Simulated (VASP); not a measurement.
Write the native input for VASP 6.6.1 that does the following.

```yaml
Task: single point
Functional: PBEsol
Potentials_or_basis: VASP PAW PBE potentials, release 64 (Cd, S)
Cutoff: 520 eV
k_mesh: 8 × 8 × 8
Occupations: gaussian, width 0.01 eV
Spin: no spin polarisation
Dipole_correction: no
Further_INCAR_settings: ALGO = Normal; EDIFF = 1e-06; NBANDS = 16
```

The structure of CdS (Hawleyite) lies in POSCAR:

```
CdS
1.0
    2.9705317842      2.9705317842      0.0000000000
   -2.9705317842      2.9705317842      0.0000000000
    0.0000000000      2.9705317842      2.8773386302
Cd S
1 1
Direct
    0.0000000000      0.0000000000      0.0000000000
    0.7500000000      0.2500000000      0.5000000000
```

This cell differs from its parent crystal: in-plane strain +0.02.

These files were run (other wordings do the same):

INCAR

```
SYSTEM = CdS
PREC = Accurate
ENCUT = 520
EDIFF = 1E-6
ISMEAR = 0
SIGMA = 0.01
LREAL = .FALSE.
LASPH = .TRUE.
NELM = 80
ALGO = Normal
ISIF = 2
LWAVE = .FALSE.
LCHARG = .TRUE.
GGA = PS
LELF = .TRUE.
LVHAR = .TRUE.
NBANDS = 16
```

KPOINTS

```
regular mesh
0
G
  8 8 8
  0 0 0
```

Potentials or basis: VASP PAW PBE potentials, release 64 (Cd, S).

Command:

```console
$ cat potpaw_PBE.64/Cd/POTCAR potpaw_PBE.64/S/POTCAR > POTCAR
$ mpirun -np 1 vasp_std > vasp.out
```

It gave:

```yaml
Pressure: -1.3 GPa
Band_gap_on_the_k_mesh: 0.90 eV, direct
```

Caveat: the cell differs from its parent crystal (in-plane strain +0.02); the PAW data sets were made with another functional, which shifts forces and pressure a little.

Run time: 19 s on 1 thread of Intel(R) Xeon(R) Platinum 8488C (Sapphire Rapids) (shared host), peak memory 0.2 GiB.
